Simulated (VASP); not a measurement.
**CsI: single point with PBE**

Crystal: CsI.

```
CELL_PARAMETERS angstrom
4.61888 0.00000 0.00000
0.00000 4.61888 0.00000
0.00000 0.00000 4.61888
ATOMIC_POSITIONS crystal
Cs 0.00000 0.00000 0.00000
I 0.50000 0.50000 0.50000
```

```json
{"Program": "VASP 6.6.1", "Task": "single point", "Functional": "PBE", "Potentials or basis": "VASP PAW PBE potentials, release 64 (Cs_sv, I)", "Cutoff": "500 eV", "k mesh": "4 × 4 × 4", "Occupations": "gaussian, width 0.01 eV", "Spin": "no spin polarisation", "Dipole correction": "no", "Further INCAR settings": "ALGO = Normal; EDIFF = 1e-06; NBANDS = 15"}
```

| Property | Result |
| --- | --- |
| Pressure | 0.4 GPa |
| Band gap on the k mesh | 3.77 eV (least direct gap 3.86 eV) |

Levels at points of the mesh, in eV from the valence-band top:
```
           k point  band 5  band 6  band 7  band 8  band 9  band 10  band 11  band 12
(0.00, 0.00, 0.00)   -7.14   -0.09   -0.09   -0.09    3.77     4.23     4.23     7.68
(0.50, 0.00, 0.00)   -7.09   -1.48   -0.23   -0.23    5.21     6.34     6.57     6.83
(0.50, 0.50, 0.00)   -7.05   -0.84   -0.84    0.00    4.24     4.90     6.09     6.09
(0.50, 0.50, 0.50)   -7.37   -1.23   -1.23   -1.23    7.07     7.07     7.07     7.70
```

Run time: 26 s on 1 thread of Intel Xeon 8259CL, on a shared host, peak memory 0.21 GiB.

Caveat: spin-orbit coupling is left out, which moves the levels of the heavy elements. As with any semilocal functional, this PBE gap is likely too small.
